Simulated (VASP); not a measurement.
# Ga (Pm-3m) in VASP: a series of runs

The runs below take Ga through single point, with LDA.

All numbers are computed with VASP 6.6.1; they aren't measurements. Logs are shortened: lines on timing, memory, paths and dates and some standing lists are left out, and cuts for length are marked.

## (1) The cell of the first run

It takes space group Pm-3m (No. 221, cubic). Conventional cell: a = 2.515 Å, b = 2.515 Å, c = 2.515 Å, α = 90.00°, β = 90.00°, γ = 90.00°. Within 3.3 Å of Ga (site symmetry m-3m) lie 6 Ga at 2.52 Å.

## (2) Single point, LDA (volume scaled by 0.88)

Contents of INCAR:

```
SYSTEM = Ga
PREC = Accurate
ENCUT = 520
EDIFF = 1E-7
ISMEAR = -1
SIGMA = 0.1
LREAL = .False.
LASPH = .True.
NELM = 80
ALGO = Normal
ISIF = 2
LWAVE = .False.
LCHARG = .False.
NBANDS = 12
```

Contents of KPOINTS:

```
regular mesh
0
Gamma
  13 13 13
  0 0 0
```

Contents of POSCAR:

```
Ga
1.0
    2.5153577677      0.0000000000      0.0000000000
    0.0000000000      2.5153577677      0.0000000000
    0.0000000000      0.0000000000      2.5153577677
Ga
1
Direct
    0.0000000000      0.0000000000      0.0000000000
```

Potentials or basis: VASP PAW LDA potentials, release 64 (Ga_d).

Launch:

```console
$ cat potpaw_LDA.64/Ga_d/POTCAR > POTCAR
$ mpirun -np 1 vasp_std > vasp.out
```

OUTCAR:

```text
SYSTEM = Ga
   PREC = Accurate
   ENCUT = 520
   EDIFF = 1E-7
   ISMEAR = -1
   LREAL = .False.
   LASPH = .True.
   NELM = 80
   ISIF = 2

 ion  position               nearest neighbor table
   1  0.000  0.000  0.000-

  LATTYP: Found a simple cubic cell.
 ALAT       =     2.5153577677

  Lattice vectors:

 A1 = (   2.5153577677,   0.0000000000,   0.0000000000)
 A2 = (   0.0000000000,   2.5153577677,   0.0000000000)
 A3 = (   0.0000000000,   0.0000000000,   2.5153577677)

Analysis of symmetry for initial positions (statically):
=====================================================================
 Subroutine PRICEL returns:
 Original cell was already a primitive cell.

 Routine SETGRP: Setting up the symmetry group for a
 simple cubic supercell.

 Subroutine GETGRP returns: Found 48 space group operations
[... 9 lines left out ...]

 Routine SETGRP: Setting up the symmetry group for a
 simple cubic supercell.

 Subroutine GETGRP returns: Found 48 space group operations
[... 11 lines left out ...]
                                     Primitive cell

  volume of cell :      15.9147

  direct lattice vectors                    reciprocal lattice vectors
     2.515357768  0.000000000  0.000000000     0.397557760  0.000000000  0.000000000
     0.000000000  2.515357768  0.000000000     0.000000000  0.397557760  0.000000000
     0.000000000  0.000000000  2.515357768     0.000000000  0.000000000  0.397557760

  length of vectors
     2.515357768  2.515357768  2.515357768     0.397557760  0.397557760  0.397557760

  position of ions in fractional coordinates (direct lattice)
     0.000000000  0.000000000  0.000000000

  ion indices of the primitive-cell ions
   primitive index   ion index
                 1           1

----------------------------------------------------------------------------------------

 KPOINTS: regular mesh

Automatic generation of k-mesh.
 Grid dimensions read from file:
 generate k-points for:   13   13   13

 Generating k-lattice:

  Cartesian coordinates                     Fractional coordinates (reciprocal lattice)
     0.030581366  0.000000000  0.000000000     0.076923077  0.000000000  0.000000000
     0.000000000  0.030581366  0.000000000     0.000000000  0.076923077  0.000000000
     0.000000000  0.000000000  0.030581366     0.000000000  0.000000000  0.076923077

  Length of vectors
     0.030581366  0.030581366  0.030581366

[... 50 lines left out ...]
   LASPH  =      T    aspherical Exc in radial PAW
   ENCUT  =  520.0 eV  38.22 Ry    6.18 a.u.   4.68  4.68  4.68*2*pi/ulx,y,z
   NELM   =     80;   NELMIN=  2; NELMDL= -5     # of ELM steps
   EDIFF  = 0.1E-06   stopping-criterion for ELM
   LREAL  =      F    real-space projection
   EDIFFG = 0.1E-05   stopping-criterion for IOM
   NSW    =      0    number of steps for IOM
   IBRION =     -1    ionic relax: 0-MD 1-quasi-New 2-CG
   NFREE  =      0    steps in history (QN), initial steepest desc. (CG)
   ISIF   =      2    stress and relaxation
   ISYM   =      2    0-nonsym 1-usesym 2-fastsym
   POTIM  = 0.5000    time-step for ionic-motion
   TEBEG  =    0.0;   TEEND  =   0.0 temperature during run
   PSTRESS=    0.0 pullay stress
   NELECT =      13.0000    total number of electrons
   NUPDOWN=      -1.0000    fix difference up-down
   EMIN   =  10.00;   EMAX   =-10.00  energy-range for DOS
   EFERMI =   0.00;   METHOD = LEGACY
   ISMEAR =    -1;   SIGMA  =   0.10  broadening in eV -4-tet -1-fermi 0-gaus
   EFERMI_NEDOS =   21; number of points for ismear=-14 and -15
   IALGO  =     38    algorithm
   IMIX   =      4    mixing-type and parameters
     AMIX     =   0.40;   BMIX     =  1.00
     AMIX_MAG =   1.60;   BMIX_MAG =  1.00
  volume/ion in A,a.u.               =      15.91       107.40
  Fermi-wavevector in a.u.,A,eV,Ry     =   1.530346  2.891934 31.864268  2.341958
  Thomas-Fermi vector in A             =   2.637841
   LORBIT       =      0    0 simple, 1 ext, 2 COOP (PROOUT), +10 PAW based schemes
   GGA     = CA    functional components
   LHFCALC =     F    Hartree Fock is set to
   AEXX    =    0.0000 exact exchange contribution
   IVDW    =     0    specifies the selected vdW correction
   LEPSILON=     F    determine dielectric tensor
   LRPA    =     F    only Hartree local field effects (RPA)
 non-spin polarized calculation
  energy-cutoff  :      520.00
  volume of cell :       15.91
 maximum number of plane-waves:       449
 NGX is ok and might be reduce to    20
   NGX =  9   NGY =  9   NGZ =  9

 number of electron      13.0000016 magnetization

 Free energy of the ion-electron system (eV)
  ---------------------------------------------------
  ext. energy  EPLUGINS =         0.00000000
  ---------------------------------------------------
  free energy    TOTEN  =        -3.44972281 eV

  energy without entropy =       -3.43554159  energy(sigma->0) =       -3.44263220

 E-fermi :   6.6500     XC(G=0): -12.1407

 val. band max:        6.6206210433   @ k =   0.3846   0.3846   0.0769
 cond. band min:       6.6548526850   @ k =   0.3077   0.0769   0.0000
 fundamental gap:      0.0342316417
 Fermi energy:         6.6500321174

 k-point     1 :       0.0000    0.0000    0.0000
  band No.  band energies     occupation
      1      -8.9497      2.00000
      2      -8.9497      2.00000
      3      -8.0725      2.00000
      4      -8.0725      2.00000
      5      -8.0725      2.00000
      6      -5.6081      2.00000
      7      17.2302      0.00000
      8      17.2302      0.00000
      9      17.2302      0.00000
     10      20.2855      0.00000
     11      20.2855      0.00000
     12      24.0035      0.00000
[... 331 lines left out ...]
 k-point    24 :       0.3846    0.3077    0.0000
  band No.  band energies     occupation
      1      -8.7085      2.00000
      2      -8.5929      2.00000
      3      -8.2627      2.00000
      4      -8.2105      2.00000
      5      -8.1514      2.00000
      6       0.2922      2.00000
      7       6.0911      1.99255
      8      10.2255      0.00000
      9      16.4180      0.00000
     10      23.0905      0.00000
     11      26.2193      0.00000
     12      30.5056      0.00000

 [... further k-points ...]
[... 5 lines left out ...]
  --------------------------------------------------------------------------------------
  -------------------------------------------------------------------------------------
  Total        1.1410788      1.1410788      1.1410788     -0.0000000     -0.0000000     -0.0000000
  in kB      114.8753747    114.8753747    114.8753747     -0.0000000     -0.0000000     -0.0000000
  external PRESSURE =     114.8753747 kB  Pullay stress =       0.0000000 kB

 VOLUME and BASIS-vectors are now :
 -----------------------------------------------------------------------------
  energy-cutoff  :      520.00
  volume of cell :       15.91
      direct lattice vectors                 reciprocal lattice vectors
     2.515357768  0.000000000  0.000000000     0.397557760  0.000000000  0.000000000
     0.000000000  2.515357768  0.000000000     0.000000000  0.397557760  0.000000000
     0.000000000  0.000000000  2.515357768     0.000000000  0.000000000  0.397557760

 POSITION                                       TOTAL-FORCE (eV/Angst)
 -----------------------------------------------------------------------------------
      0.00000      0.00000      0.00000         0.000000      0.000000      0.000000
 -----------------------------------------------------------------------------------
    total drift:                               -0.000000     -0.000000     -0.000000

  FREE ENERGIE OF THE ION-ELECTRON SYSTEM (eV)
  ---------------------------------------------------
  free  energy   TOTEN  =        -3.4497228129 eV

  energy  without entropy=       -3.4355415882  energy(sigma->0) =       -3.44263220
```

OSZICAR:

```text
N       E                     dE             d eps       ncg     rms          rms(c)
DAV:   1     0.423396271543E+02    0.42340E+02   -0.65649E+03  2204   0.196E+03
DAV:   2    -0.152307815323E+01   -0.43863E+02   -0.42166E+02  2116   0.263E+02
DAV:   3    -0.348596056984E+01   -0.19629E+01   -0.19592E+01  2368   0.455E+01
DAV:   4    -0.350140599955E+01   -0.15445E-01   -0.15444E-01  2264   0.420E+00
DAV:   5    -0.350155667763E+01   -0.15068E-03   -0.15068E-03  2432   0.395E-01    0.130E+00
DAV:   6    -0.345909176058E+01    0.42465E-01   -0.73703E-02  2528   0.588E+00    0.597E-01
DAV:   7    -0.345083921773E+01    0.82525E-02   -0.86172E-03  2504   0.167E+00    0.174E-01
DAV:   8    -0.344972481952E+01    0.11144E-02   -0.10458E-03  2348   0.582E-01    0.132E-02
DAV:   9    -0.344972321344E+01    0.16061E-05   -0.84251E-06  2256   0.298E-02    0.341E-03
DAV:  10    -0.344972281505E+01    0.39839E-06   -0.55479E-07  2440   0.133E-02    0.365E-04
DAV:  11    -0.344972281294E+01    0.21118E-08   -0.13550E-08  1396   0.209E-03
   1 F= -.34497228E+01 E0= -.34426322E+01  d E =-.141812E-01
```

stdout:

```text
POSCAR found type information on POSCAR Ga
 POSCAR found :  1 types and       1 ions
 scaLAPACK will be used
 LDA part: xc-table for (Slater(with rela. corr.)+CA(PZ))
 , standard interpolation
 POSCAR, INCAR and KPOINTS ok, starting setup
 FFT: planning ... GRIDC
 FFT: planning ... GRID_SOFT
 FFT: planning ... GRID
 WAVECAR not read
 entering main loop
```

Run time: 5.6 s. Hardware: 1 thread of AMD EPYC 9R45 (Zen 5), shared host; peak memory 0.1 GiB.

Results:

```
Free energy : -3.4497 eV
Pressure    : 11.5 GPa
```

Caveat: the cell differs from its parent crystal (volume scaled by 0.88).

## (3) Single point, LDA (volume scaled by 0.92)

Contents of INCAR:

```
PREC = Accurate
ENCUT = 520
EDIFF = 1E-6
ISMEAR = -1
SIGMA = 0.1
LREAL = False
LASPH = True
NELM = 60
ALGO = Normal
ISIF = 2
LWAVE = False
LCHARG = False
NBANDS = 12
```

Contents of KPOINTS:

```
regular mesh
0
Gamma
  13 13 13
```

Contents of POSCAR:

```
Ga
1.0
    2.5529059567      0.0000000000      0.0000000000
    0.0000000000      2.5529059567      0.0000000000
    0.0000000000      0.0000000000      2.5529059567
Ga
1
Direct
    0.0000000000      0.0000000000      0.0000000000
```

Potentials or basis: VASP PAW LDA potentials, release 64 (Ga_d).

Launch:

```console
$ cat potpaw_LDA.64/Ga_d/POTCAR > POTCAR
$ mpirun -np 1 vasp_std > vasp.out
```

It took 5.2 s on 1 thread of AMD EPYC 9R45 (Zen 5), shared host; peak memory 0.09 GiB.

Results (log left out):

```
Free energy : -3.4906 eV
Pressure    : 6.8 GPa
```

Levels at points of the mesh, in eV from the Fermi level:
```csv
k point,band 2,band 3,band 4,band 5,band 6,band 7,band 8,band 9,band 10,band 11
"(0.00, 0.00, 0.00)",-15.50,-14.70,-14.70,-14.70,-11.90,10.24,10.24,10.24,13.29,13.29
```

Caveat: the cell differs from its parent crystal (volume scaled by 0.92).

## (4) Single point, LDA (volume scaled by 0.96)

Contents of INCAR:

```
SYSTEM = Ga
PREC = Accurate
ENCUT = 520
EDIFF = 1E-6
ISMEAR = -1
SIGMA = 0.1
LREAL = .False.
LASPH = .True.
NELM = 60
ALGO = Normal
ISIF = 2
LWAVE = .False.
LCHARG = .False.
GGA = CA
NBANDS = 12
```

Contents of KPOINTS:

```
regular mesh
0
Gamma
  13 13 13
  0 0 0
```

Contents of POSCAR:

```
Ga
1.0
    2.5893809698      0.0000000000      0.0000000000
    0.0000000000      2.5893809698      0.0000000000
    0.0000000000      0.0000000000      2.5893809698
Ga
1
Direct
    0.0000000000      0.0000000000      0.0000000000
```

Potentials or basis: VASP PAW LDA potentials, release 64 (Ga_d).

Launch:

```console
$ cat potpaw_LDA.64/Ga_d/POTCAR > POTCAR
$ mpirun -np 1 vasp_std > vasp.out
```

OUTCAR:

```text
SYSTEM = Ga
   PREC = Accurate
   ENCUT = 520
   EDIFF = 1E-6
   ISMEAR = -1
   LREAL = .False.
   LASPH = .True.
   NELM = 60
   ISIF = 2
   GGA = CA

 ion  position               nearest neighbor table
   1  0.000  0.000  0.000-

  LATTYP: Found a simple cubic cell.
 ALAT       =     2.5893809698

  Lattice vectors:

 A1 = (   2.5893809698,   0.0000000000,   0.0000000000)
 A2 = (   0.0000000000,   2.5893809698,   0.0000000000)
 A3 = (   0.0000000000,   0.0000000000,   2.5893809698)

Analysis of symmetry for initial positions (statically):
=====================================================================
 Subroutine PRICEL returns:
 Original cell was already a primitive cell.

 Routine SETGRP: Setting up the symmetry group for a
 simple cubic supercell.

 Subroutine GETGRP returns: Found 48 space group operations
[... 9 lines left out ...]

 Routine SETGRP: Setting up the symmetry group for a
 simple cubic supercell.

 Subroutine GETGRP returns: Found 48 space group operations
[... 11 lines left out ...]
                                     Primitive cell

  volume of cell :      17.3615

  direct lattice vectors                    reciprocal lattice vectors
[... 134 lines left out ...]

 val. band max:        5.7650763200   @ k =   0.3077   0.0769   0.0000
 cond. band min:       5.7941987381   @ k =   0.3846   0.3077   0.1538
 fundamental gap:      0.0291224181
 Fermi energy:         5.7797264960

 k-point     1 :       0.0000    0.0000    0.0000
  band No.  band energies     occupation
      1      -9.6296      2.00000
      2      -9.6296      2.00000
      3      -8.9082      2.00000
      4      -8.9082      2.00000
      5      -8.9082      2.00000
      6      -5.7983      2.00000
      7      15.6947      0.00000
      8      15.6947      0.00000
      9      15.6947      0.00000
     10      18.7501      0.00000
     11      18.7501      0.00000
     12      21.9625      0.00000
[... 331 lines left out ...]
 k-point    24 :       0.3846    0.3077    0.0000
  band No.  band energies     occupation
      1      -9.4264      2.00000
      2      -9.3241      2.00000
      3      -9.0639      2.00000
      4      -9.0213      2.00000
      5      -8.9654      2.00000
      6      -0.3105      2.00000
      7       5.2662      1.98829
      8       9.0226      0.00000
      9      15.1184      0.00000
     10      21.0177      0.00000
     11      24.4041      0.00000
     12      28.5008      0.00000

 [... further k-points ...]
[... 5 lines left out ...]
  --------------------------------------------------------------------------------------
  -------------------------------------------------------------------------------------
  Total        0.3039862      0.3039862      0.3039862      0.0000000      0.0000000     -0.0000000
  in kB       28.0528218     28.0528218     28.0528218      0.0000000      0.0000000     -0.0000000
  external PRESSURE =      28.0528218 kB  Pullay stress =       0.0000000 kB

 VOLUME and BASIS-vectors are now :
 -----------------------------------------------------------------------------
  energy-cutoff  :      520.00
  volume of cell :       17.36
      direct lattice vectors                 reciprocal lattice vectors
     2.589380970  0.000000000  0.000000000     0.386192689  0.000000000  0.000000000
     0.000000000  2.589380970  0.000000000     0.000000000  0.386192689  0.000000000
     0.000000000  0.000000000  2.589380970     0.000000000  0.000000000  0.386192689

 POSITION                                       TOTAL-FORCE (eV/Angst)
 -----------------------------------------------------------------------------------
      0.00000      0.00000      0.00000         0.000000      0.000000      0.000000
 -----------------------------------------------------------------------------------
    total drift:                               -0.000000     -0.000000     -0.000000

  FREE ENERGIE OF THE ION-ELECTRON SYSTEM (eV)
  ---------------------------------------------------
  free  energy   TOTEN  =        -3.5129553604 eV

  energy  without entropy=       -3.4972114031  energy(sigma->0) =       -3.50508338
```

stdout:

```text
POSCAR found type information on POSCAR Ga
 POSCAR found :  1 types and       1 ions
 scaLAPACK will be used
 LDA part: xc-table for (Slater(with rela. corr.)+CA(PZ))
 , standard interpolation
 POSCAR, INCAR and KPOINTS ok, starting setup
 FFT: planning ... GRIDC
 FFT: planning ... GRID_SOFT
 FFT: planning ... GRID
 WAVECAR not read
 entering main loop
```

Wall time 4.8 s (1 thread of AMD EPYC 9R45 (Zen 5), shared host); peak memory 0.09 GiB.

Results:

| Quantity | Value |
| --- | --- |
| Free energy | -3.5130 eV |
| Pressure | 2.8 GPa |

Levels at points of the mesh, in eV from the Fermi level:
```csv
k point,band 2,band 3,band 4,band 5,band 6,band 7,band 8,band 9,band 10,band 11
"(0.00, 0.00, 0.00)",-15.41,-14.69,-14.69,-14.69,-11.58,9.91,9.91,9.91,12.97,12.97
```

Caveat: the cell differs from its parent crystal (volume scaled by 0.96).

## (5) Single point, LDA

This run uses another cell than the first one, of 18.08 Å³/atom, 1.136 times its volume.

Contents of INCAR:

```
ALGO = Normal
EDIFF = 1E-6
ENCUT = 520
ISIF = 2
ISMEAR = -1
LASPH = T
LCHARG = F
LREAL = F
LWAVE = F
NBANDS = 12
NELM = 60
PREC = Accurate
SIGMA = 0.1
```

Contents of KPOINTS:

```
k-points
0
Gamma
  13 13 13
```

Contents of POSCAR:

```
Ga
1.0
    2.6248563503      0.0000000000      0.0000000000
    0.0000000000      2.6248563503      0.0000000000
    0.0000000000      0.0000000000      2.6248563503
Ga
1
Direct
    0.0000000000      0.0000000000      0.0000000000
```

Launch:

```console
$ cat potpaw_LDA.64/Ga_d/POTCAR > POTCAR
$ mpirun -np 1 vasp_std > vasp.out
```

It took 4.7 s on 1 thread of AMD EPYC 9R45 (Zen 5), shared host; peak memory 0.1 GiB.

The run converged. Its results:

```
Free energy : -3.5207 eV
Pressure    : 0.0 GPa
```

Levels at points of the mesh, in eV from the Fermi level:
| k point | band 4 | band 5 | band 6 | band 7 | band 8 | band 9 |
| --- | --- | --- | --- | --- | --- | --- |
| (0.00, 0.00, 0.00) | -14.68 | -14.68 | -11.28 | 9.61 | 9.61 | 9.61 |

## (6) The runs side by side

```tsv
cell	gap on the mesh (eV)	pressure (GPa)
a = 2.515 Å, 1 atom	none	11.5
a = 2.553 Å, 1 atom	none	6.8
a = 2.589 Å, 1 atom	none	2.8
a = 2.625 Å, 1 atom	none	0.0
```

Alike in all rows: task single point; level LDA; potentials or basis VASP PAW LDA potentials, release 64 (Ga_d); no spin polarisation; k mesh 13 × 13 × 13; cutoff (eV) 520; smearing fermi-dirac 0.1 eV.

Absolute energies hang on the potentials; compare differences alone.
